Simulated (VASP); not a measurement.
# KI (P4/mmm) in VASP: single point with PBE

Aim: the single point of KI with PBE.

Everything below comes from runs of VASP 6.6.1. Logs are shortened: lines on timing, memory, paths and dates and some standing lists are left out, and cuts for length are marked.

### 1 The cell of the first run

It takes space group P4/mmm (No. 123, tetragonal). The conventional cell has a = 4.420 Å, b = 4.420 Å, c = 4.162 Å, α = 90.00°, β = 90.00°, γ = 90.00°. K (site symmetry 4/mmm) has 8 I at 3.75 Å and 6 K at 4.16 to 4.42 Å within 4.9 Å. Within 4.9 Å of I (site symmetry 4/mmm) lie 8 K at 3.75 Å and 6 I at 4.16 to 4.42 Å.

### 2 Single point, PBE (strain +0.030 along x and y, -0.030 along z)

INCAR reads:

```
SYSTEM = KI
ALGO = Normal
EDIFF = 1E-6
ENCUT = 520
GGA = PE
ISIF = 2
ISMEAR = 0
LASPH = .TRUE.
LCHARG = .TRUE.
LELF = .TRUE.
LREAL = .FALSE.
LVHAR = .TRUE.
LWAVE = .FALSE.
NBANDS = 15
NELM = 80
PREC = Accurate
SIGMA = 0.05
```

KPOINTS reads:

```
k-points
0
G
  6 6 6
  0 0 0
```

POSCAR reads:

```
KI
1.0
    4.4199325598      0.0000000000      0.0000000000
    0.0000000000      4.4199325598      0.0000000000
    0.0000000000      0.0000000000      4.1624607602
K I
1 1
Direct
    0.0000000000      0.0000000000      0.0000000000
    0.5000000000      0.5000000000      0.5000000000
```

Potentials or basis: VASP PAW PBE potentials, release 64 (K_sv, I).

The run is started by

```
$ cat potpaw_PBE.64/K_sv/POTCAR potpaw_PBE.64/I/POTCAR > POTCAR
$ mpirun -np 1 vasp_std > vasp.out
```

OUTCAR:

```text
SYSTEM = KI
   EDIFF = 1E-6
   ENCUT = 520
   GGA = PE
   ISIF = 2
   ISMEAR = 0
   LASPH = .TRUE.
   LREAL = .FALSE.
   NELM = 80
   PREC = Accurate

 ion  position               nearest neighbor table
   1  0.000  0.000  0.000-
   2  0.500  0.500  0.500-

  LATTYP: Found a simple tetragonal cell.
 ALAT       =     4.4199325598
 C/A-ratio  =     0.9417475728

  Lattice vectors:

 A1 = (   4.4199325598,   0.0000000000,   0.0000000000)
 A2 = (   0.0000000000,   4.4199325598,   0.0000000000)
 A3 = (   0.0000000000,   0.0000000000,   4.1624607602)

Analysis of symmetry for initial positions (statically):
=====================================================================
 Subroutine PRICEL returns:
 Original cell was already a primitive cell.

 Routine SETGRP: Setting up the symmetry group for a
 simple tetragonal supercell.

 Subroutine GETGRP returns: Found 16 space group operations
 (whereof 16 operations were pure point group operations)
 out of a pool of 16 trial point group operations.

The static configuration has the point symmetry D_4h.

Analysis of symmetry for dynamics (positions and initial velocities):
=====================================================================
 Subroutine PRICEL returns:
 Original cell was already a primitive cell.

 Routine SETGRP: Setting up the symmetry group for a
 simple tetragonal supercell.

 Subroutine GETGRP returns: Found 16 space group operations
 (whereof 16 operations were pure point group operations)
 out of a pool of 16 trial point group operations.

The dynamic configuration has the point symmetry D_4h.

 Subroutine INISYM returns: Found 16 space group operations
 (whereof 16 operations are pure point group operations),
 and found     1 'primitive' translations

----------------------------------------------------------------------------------------

                                     Primitive cell

  volume of cell :      81.3170

  direct lattice vectors                    reciprocal lattice vectors
     4.419932560  0.000000000  0.000000000     0.226247796  0.000000000  0.000000000
     0.000000000  4.419932560  0.000000000     0.000000000  0.226247796  0.000000000
     0.000000000  0.000000000  4.162460760     0.000000000  0.000000000  0.240242505

  length of vectors
     4.419932560  4.419932560  4.162460760     0.226247796  0.226247796  0.240242505

  position of ions in fractional coordinates (direct lattice)
     0.000000000  0.000000000  0.000000000
     0.500000000  0.500000000  0.500000000

  ion indices of the primitive-cell ions
   primitive index   ion index
                 1           1
                 2           2

----------------------------------------------------------------------------------------

 KPOINTS: k-points

Automatic generation of k-mesh.
 Grid dimensions read from file:
 generate k-points for:    6    6    6

 Generating k-lattice:

  Cartesian coordinates                     Fractional coordinates (reciprocal lattice)
     0.037707966  0.000000000  0.000000000     0.166666667  0.000000000  0.000000000
     0.000000000  0.037707966  0.000000000     0.000000000  0.166666667  0.000000000
     0.000000000  0.000000000  0.040040418     0.000000000  0.000000000  0.166666667

  Length of vectors
     0.037707966  0.037707966  0.040040418

  Shift w.r.t. Gamma in fractional coordinates (k-lattice)
     0.000000000  0.000000000  0.000000000

 Subroutine IBZKPT returns following result:
 ===========================================

 Found     40 irreducible k-points:

 Following reciprocal coordinates:
            Coordinates               Weight
  0.000000  0.000000  0.000000      1.000000
  0.166667  0.000000  0.000000      4.000000
  0.333333  0.000000  0.000000      4.000000
  0.500000  0.000000  0.000000      2.000000
  0.166667  0.166667  0.000000      4.000000
  0.333333  0.166667  0.000000      8.000000
[... 16 lines left out ...]
  0.333333  0.000000  0.333333      8.000000
  0.500000  0.000000  0.333333      4.000000
 [... further k-points ...]
   k-points           NKPTS =     40   k-points in BZ     NKDIM =     40   number of bands    NBANDS=     15
   number of dos      NEDOS =    301   number of ions     NIONS =      2
   total plane-waves  NPLWV =  41472
   dimension x,y,z NGX =    36 NGY =   36 NGZ =   32
   dimension x,y,z NGXF=    72 NGYF=   72 NGZF=   64
   ions per type =               1   1
   NGX,Y,Z   is equivalent  to a cutoff of  13.54, 13.54, 12.78 a.u.
   NGXF,Y,Z  is equivalent  to a cutoff of  27.08, 27.08, 25.56 a.u.
 SYSTEM =  KI
   PREC   = accura    normal or accurate (medium, high low for compatibility)
   ISTART =      0    job   : 0-new  1-cont  2-samecut
   ICHARG =      2    charge: 1-file 2-atom 10-const
   ISPIN  =      1    spin polarized calculation?
   LNONCOLLINEAR =      F non collinear calculations
   LSORBIT =      F    spin-orbit coupling
   LASPH  =      T    aspherical Exc in radial PAW
   ENCUT  =  520.0 eV  38.22 Ry    6.18 a.u.   8.22  8.22  7.74*2*pi/ulx,y,z
   NELM   =     80;   NELMIN=  2; NELMDL= -5     # of ELM steps
   EDIFF  = 0.1E-05   stopping-criterion for ELM
   LREAL  =      F    real-space projection
   EDIFFG = 0.1E-04   stopping-criterion for IOM
   NSW    =      0    number of steps for IOM
   IBRION =     -1    ionic relax: 0-MD 1-quasi-New 2-CG
   NFREE  =      0    steps in history (QN), initial steepest desc. (CG)
   ISIF   =      2    stress and relaxation
   ISYM   =      2    0-nonsym 1-usesym 2-fastsym
   POTIM  = 0.5000    time-step for ionic-motion
   TEBEG  =    0.0;   TEEND  =   0.0 temperature during run
   PSTRESS=    0.0 pullay stress
   NELECT =      16.0000    total number of electrons
   NUPDOWN=      -1.0000    fix difference up-down
   EMIN   =  10.00;   EMAX   =-10.00  energy-range for DOS
   EFERMI =   0.00;   METHOD = LEGACY
   ISMEAR =     0;   SIGMA  =   0.05  broadening in eV -4-tet -1-fermi 0-gaus
   EFERMI_NEDOS =   21; number of points for ismear=-14 and -15
   IALGO  =     38    algorithm
   IMIX   =      4    mixing-type and parameters
     AMIX     =   0.40;   BMIX     =  1.00
     AMIX_MAG =   1.60;   BMIX_MAG =  1.00
  volume/ion in A,a.u.               =      40.66       274.38
  Fermi-wavevector in a.u.,A,eV,Ry     =   0.952184  1.799367 12.335789  0.906655
  Thomas-Fermi vector in A             =   2.080724
   LORBIT       =      0    0 simple, 1 ext, 2 COOP (PROOUT), +10 PAW based schemes
   GGA     = PE    functional components
   LHFCALC =     F    Hartree Fock is set to
   AEXX    =    0.0000 exact exchange contribution
   IVDW    =     0    specifies the selected vdW correction
   LEPSILON=     F    determine dielectric tensor
   LRPA    =     F    only Hartree local field effects (RPA)
 non-spin polarized calculation
 Gauss-broadening in eV      SIGMA  =   0.05
  energy-cutoff  :      520.00
  volume of cell :       81.32
 maximum number of plane-waves:      2216
 NGX is ok and might be reduce to    36
   NGX = 17   NGY = 17   NGZ = 15

 number of electron      15.9999998 magnetization

 Free energy of the ion-electron system (eV)
  ---------------------------------------------------
  ext. energy  EPLUGINS =         0.00000000
  ---------------------------------------------------
  free energy    TOTEN  =        -5.40757704 eV

  energy without entropy =       -5.40757704  energy(sigma->0) =       -5.40757704

 E-fermi :   1.1982     XC(G=0):  -7.5929

 val. band max:        0.9291525226   @ k =   0.5000   0.5000   0.0000
 cond. band min:       3.9221923332   @ k =   0.0000   0.0000   0.0000
 fundamental gap:      2.9930398106
 Fermi energy:         1.1981769608

 k-point     1 :       0.0000    0.0000    0.0000
  band No.  band energies     occupation
      1     -28.7224      2.00000
      2     -12.1736      2.00000
      3     -12.1730      2.00000
      4     -12.1730      2.00000
      5     -10.3835      2.00000
      6       0.2303      2.00000
      7       0.2303      2.00000
      8       0.6435      2.00000
      9       3.9222      0.00000
     10       5.3948      0.00000
     11       5.6860      0.00000
     12       8.7863      0.00000
     13       9.1901      0.00000
     14       9.1901      0.00000
     15      10.7963      0.00000

 k-point     2 :       0.1667    0.0000    0.0000
  band No.  band energies     occupation
      1     -28.7216      2.00000
      2     -12.2071      2.00000
      3     -12.1717      2.00000
      4     -12.1707      2.00000
      5     -10.3216      2.00000
      6      -0.3320      2.00000
      7       0.2413      2.00000
      8       0.6585      2.00000
      9       4.5052      0.00000
     10       5.7968      0.00000
     11       6.0248      0.00000
     12       8.7432      0.00000
     13       9.1398      0.00000
     14       9.2848      0.00000
     15      10.0421      0.00000

 k-point     3 :       0.3333    0.0000    0.0000
  band No.  band energies     occupation
      1     -28.7201      2.00000
      2     -12.2711      2.00000
      3     -12.1680      2.00000
      4     -12.1662      2.00000
      5     -10.1983      2.00000
      6      -1.1456      2.00000
      7       0.2633      2.00000
      8       0.6887      2.00000
      9       5.4557      0.00000
     10       6.3552      0.00000
     11       7.1570      0.00000
     12       8.7014      0.00000
     13       8.7954      0.00000
     14       9.1753      0.00000
     15       9.5047      0.00000
[... 343 lines left out ...]
 k-point    23 :       0.3333    0.0000    0.3333
  band No.  band energies     occupation
      1     -28.7152      2.00000
      2     -12.2701      2.00000
      3     -12.2233      2.00000
      4     -12.1569      2.00000
      5     -10.0785      2.00000
      6      -0.8595      2.00000
      7      -0.6665      2.00000
      8       0.4744      2.00000
      9       5.5519      0.00000
     10       6.1833      0.00000
     11       7.6459      0.00000
     12       8.2205      0.00000
     13       8.2661      0.00000
     14       8.5665      0.00000
     15      10.0681      0.00000

 k-point    24 :       0.5000    0.0000    0.3333
  band No.  band energies     occupation
      1     -28.7144      2.00000
      2     -12.2561      2.00000
      3     -12.2466      2.00000
      4     -12.1551      2.00000
      5     -10.0555      2.00000
      6      -1.0177      2.00000
      7      -0.6722      2.00000
      8       0.5246      2.00000
      9       5.2232      0.00000
     10       6.2934      0.00000
     11       7.5304      0.00000
     12       7.7983      0.00000
     13       8.3381      0.00000
     14       9.4298      0.00000
     15       9.9472      0.00000

 [... further k-points ...]
[... 5 lines left out ...]
  --------------------------------------------------------------------------------------
  -------------------------------------------------------------------------------------
  Total       -0.2303562     -0.2303562      0.6734999      0.0000000      0.0000000      0.0000000
  in kB       -4.5386745     -4.5386745     13.2698695      0.0000000      0.0000000      0.0000000
  external PRESSURE =       1.3975068 kB  Pullay stress =       0.0000000 kB

 VOLUME and BASIS-vectors are now :
 -----------------------------------------------------------------------------
  energy-cutoff  :      520.00
  volume of cell :       81.32
      direct lattice vectors                 reciprocal lattice vectors
     4.419932560  0.000000000  0.000000000     0.226247796  0.000000000  0.000000000
     0.000000000  4.419932560  0.000000000     0.000000000  0.226247796  0.000000000
     0.000000000  0.000000000  4.162460760     0.000000000  0.000000000  0.240242505

 POSITION                                       TOTAL-FORCE (eV/Angst)
 -----------------------------------------------------------------------------------
      0.00000      0.00000      0.00000         0.000000      0.000000      0.000000
      2.20997      2.20997      2.08123         0.000000      0.000000      0.000000
 -----------------------------------------------------------------------------------
    total drift:                               -0.000000      0.000000      0.000000

  FREE ENERGIE OF THE ION-ELECTRON SYSTEM (eV)
  ---------------------------------------------------
  free  energy   TOTEN  =        -5.4075770410 eV

  energy  without entropy=       -5.4075770410  energy(sigma->0) =       -5.40757704
```

Wall time 30 s (1 thread of Intel Xeon Platinum 8375C at 2.90GHz (Ice Lake), shared host); peak memory 0.21 GiB.

Results:

- Free energy: -5.4076 eV
- Pressure: 0.1 GPa
- Band gap on the k mesh: 2.99 eV, indirect (least direct gap 3.28 eV)

Levels at points of the mesh, in eV from the valence-band top:
| k point | band 4 | band 5 | band 6 | band 7 | band 8 | band 9 | band 10 | band 11 | band 12 | band 13 |
| --- | --- | --- | --- | --- | --- | --- | --- | --- | --- | --- |
| (0.00, 0.00, 0.00) | -13.10 | -11.31 | -0.70 | -0.70 | -0.29 | 2.99 | 4.47 | 4.76 | 7.86 | 8.26 |
| (0.50, 0.00, 0.00) | -13.09 | -11.07 | -2.40 | -0.66 | -0.23 | 5.17 | 5.86 | 6.67 | 6.91 | 8.15 |
| (0.50, 0.50, 0.00) | -13.09 | -11.04 | -1.88 | -1.88 | 0.00 | 3.60 | 5.74 | 6.91 | 6.91 | 8.76 |
| (0.00, 0.00, 0.50) | -13.09 | -10.99 | -2.44 | -0.56 | -0.56 | 5.15 | 6.03 | 6.77 | 6.83 | 8.15 |
| (0.50, 0.00, 0.50) | -13.08 | -10.96 | -1.95 | -1.77 | -0.31 | 3.76 | 5.32 | 6.36 | 6.47 | 8.52 |
| (0.50, 0.50, 0.50) | -13.14 | -10.82 | -1.90 | -1.74 | -1.74 | 5.36 | 5.36 | 5.45 | 8.35 | 8.35 |

Caveat: the cell differs from its parent crystal (strain +0.030 along x and y, -0.030 along z); spin-orbit coupling is left out, which moves the levels of the heavy elements. A k mesh can miss the band edges.
